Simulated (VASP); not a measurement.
Crystal: FeS2.

```
Fe S
1.0
     4.43896    0.00000    0.00000
     0.00000    5.40955    0.00000
     0.00000    0.00000    3.38952
Fe S
2 4
Cartesian
  2.2195 2.7048 1.6948
  0.0000 0.0000 0.0000
  1.3040 4.7343 1.6948
  3.1350 0.6752 1.6948
  0.9155 2.0296 0.0000
  3.5234 3.3800 0.0000
```

| Quantity | Value |
| --- | --- |
| Program | VASP 6.6.1 |
| Task | relaxation of cell and atoms |
| Functional | LDA |
| Potentials or basis | VASP PAW LDA potentials, release 64 (Fe, S) |
| Cutoff | 600 eV |
| k mesh | 6 × 4 × 8 |
| Occupations | fermi-dirac, width 0.02 eV |
| Spin | no spin polarisation |

At the start: pressure -10.5 GPa; volume 13.57 Å³/atom.

**Question.** How do energy, volume and symmetry change on relaxing?

**Answer.** Over 10 steps the energy falls by 29.5 meV/atom and the volume is 12.72 Å³/atom (-6.2 %); space group Pnnm (No. 58, to 0.1 Å) before and after.

Step by step:
| step | energy change (eV) | largest force (eV/Å) | pressure (GPa) | volume (Å³) |
| --- | --- | --- | --- | --- |
| 1 | 0.0000 | 0.1596 | -10.46 | 81.39 |
| 2 | 0.0424 | 0.2637 | 14.92 | 71.40 |
| 3 | -0.1762 | 0.0489 | -0.14 | 76.41 |
| 4 | -0.1763 | 0.0503 | 0.08 | 76.32 |
| 5 | -0.1770 | 0.0129 | 0.10 | 76.29 |
| 6 | -0.1770 | 0.0095 | 0.09 | 76.28 |
| 7 | -0.1771 | 0.0065 | -0.07 | 76.35 |
| 8 | -0.1771 | 0.0073 | -0.02 | 76.33 |
| 9 | -0.1771 | 0.0072 | -0.03 | 76.33 |
| 10 | -0.1771 | 0.0022 | -0.01 | 76.32 |

Final structure:
```
Fe S
1.0
     4.33660    0.00000    0.00000
     0.00000    5.29849    0.00000
     0.00000    0.00000    3.32171
Fe S
2 4
Direct
  0.50000 0.50000 0.50000
  0.00000 0.00000 0.00000
  0.29309 0.87443 0.50000
  0.70691 0.12557 0.50000
  0.20691 0.37443 0.00000
  0.79309 0.62557 0.00000
```
